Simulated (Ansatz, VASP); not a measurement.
One calculation of PbS, two programs

INCAR

```
SYSTEM = PbS
  ALGO = Normal
  EDIFF = 1E-6
  ENCUT = 520
  GGA = PE
  ISIF = 2
  ISMEAR = -1
  LASPH = .TRUE.
  LCHARG = .FALSE.
  LREAL = .FALSE.
  LWAVE = .FALSE.
  NBANDS = 17
  NELM = 80
  PREC = Accurate
  SIGMA = 0.05
```

The input KPOINTS:

```
k-points
0
G
  8 8 7
  0 0 0
```

The input POSCAR:

```
PbS
1.0
    4.0896976867      0.0000000000      0.0000000000
   -2.0448488433      3.5417820905      0.0000000000
    0.0000000000      0.0000000000      3.7881670000
Pb S
1 1
Direct
    0.0091440000      0.0031280000     -0.0018180000
    0.6493990000      0.3189090000      0.5043660000
```

input.yaml

```yaml
crystal:
  lattice:
    - [4.0896976867, 0.0, 0.0]
    - [-2.0448488433, 3.5417820905, 0.0]
    - [0.0, 0.0, 3.788167]
  atoms:
    - { symbol: Pb, position: [0.009144, 0.003128, -0.001818] }
    - { symbol: S, position: [0.649399, 0.318909, 0.504366] }
kpoints:
  mp_grid: { grid: [8, 8, 7] }
scf:
  occupations: { method: fermi_dirac, width: 0.05 }
hamiltonian:
  xc: pbe
  pseudopotentials: { kind: all_electron, lapw: { basis_error: 0.001 } }
output:
  forces: true
  stress: true
  eigenvalues: true
  populations: true
```

Change from the starting cell: atoms moved at random, drawn with an rms of 0.05 Å.

Alike in both runs: task single point; functional PBE; k mesh 8 × 8 × 7; occupations fermi-dirac, width 0.05 eV; no spin polarisation.

|  | VASP | Ansatz |
| --- | --- | --- |
| version | VASP 6.6.1 | Ansatz 0.2.0 |
| potentials or method | VASP PAW PBE potentials, release 64 (Pb_d, S), cutoff 520 eV | all-electron LAPW, scalar-relativistic |

|  | VASP | Ansatz | Ansatz less VASP |
| --- | --- | --- | --- |
| gap on the k mesh at the Fermi level (eV) | 0.11 | 0.11 | -0.004 |
| least direct gap on the mesh (eV) | 1.65 | 1.65 | -0.005 |
| pressure (GPa) | 0.1 | 0.1 | +0.08 |
| traceless stress, the component that is largest in VASP (GPa) | -0.05 | -0.05 | 0.000 |
| rms of the force components (eV/Å) | 0.093 | 0.092 | -0.0007 |

Atom by atom the forces differ by 0.001 eV/Å (rms over components). Ansatz ran all-electron here, and VASP with PAW potentials.

Neither program's run includes spin-orbit coupling.
